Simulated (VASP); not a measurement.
A run of VASP 6.6.1 is set up as follows.

The input POSCAR:

```
SiC
1.0
    3.1698816840      0.0000000000      0.0000000000
   -1.5849408420      2.7451980654      0.0000000000
    0.0000000000      0.0000000000     10.0263391721
Si C
4 4
Direct
    0.0000000000      0.0000000000     -0.0008671590
    0.3333333333      0.6666666667      0.2492476495
    0.0000000000      0.0000000000      0.4991328410
    0.6666666667      0.3333333333      0.7492476495
    0.0000000000      0.0000000000      0.1878906574
    0.3333333333      0.6666666667      0.4387288522
    0.0000000000      0.0000000000      0.6878906574
    0.6666666667      0.3333333333      0.9387288522
```

INCAR.step1

```
SYSTEM = SiC
PREC = Accurate
ENCUT = 520
EDIFF = 1E-5
ISMEAR = 0
SIGMA = 0.01
LREAL = .FALSE.
LASPH = .TRUE.
NELM = 100
ALGO = Normal
ISIF = 2
LWAVE = .TRUE.
LCHARG = .FALSE.
NBANDS = 26
GGA = PE
```

Contents of INCAR.step2:

```
SYSTEM = SiC
PREC = Accurate
ENCUT = 520
EDIFF = 1E-6
ISMEAR = 0
SIGMA = 0.01
LREAL = .FALSE.
LASPH = .TRUE.
NELM = 100
ALGO = Normal
ISIF = 2
LWAVE = .FALSE.
LCHARG = .FALSE.
GGA = PE
LHFCALC = .TRUE.
HFSCREEN = 0.2079
PRECFOCK = Fast
NBANDS = 26
ISTART = 1
```

The input KPOINTS:

```
Automatic mesh
0
G
  6 6 2
  0 0 0
```

Potentials or basis: VASP PAW PBE potentials, release 64 (Si, C).

Launch:

```sh
$ cat potpaw_PBE.64/Si/POTCAR potpaw_PBE.64/C/POTCAR > POTCAR
$ cp INCAR.step1 INCAR
$ mpirun -np 1 vasp_std > vasp.out
$ cp INCAR.step2 INCAR
$ mpirun -np 1 vasp_std > vasp.out
```

Predict the band gap on the k mesh.

2.93 eV (least direct gap 4.24 eV).

Estimate the largest force.

0.026 eV/Å.

Forces on the atoms (eV/Å):
```
Si   0.000  0.000 -0.026
Si   0.000  0.000 -0.016
Si   0.000  0.000 -0.026
Si   0.000  0.000 -0.016
C    0.000  0.000  0.024
C    0.000  0.000  0.018
C    0.000  0.000  0.024
C    0.000  0.000  0.018
```

Caveat: the cell differs from its parent crystal (epitaxial xy strain +3.0%); the PAW data sets were made with another functional, which shifts forces and pressure a little. A k mesh can miss the band edges.
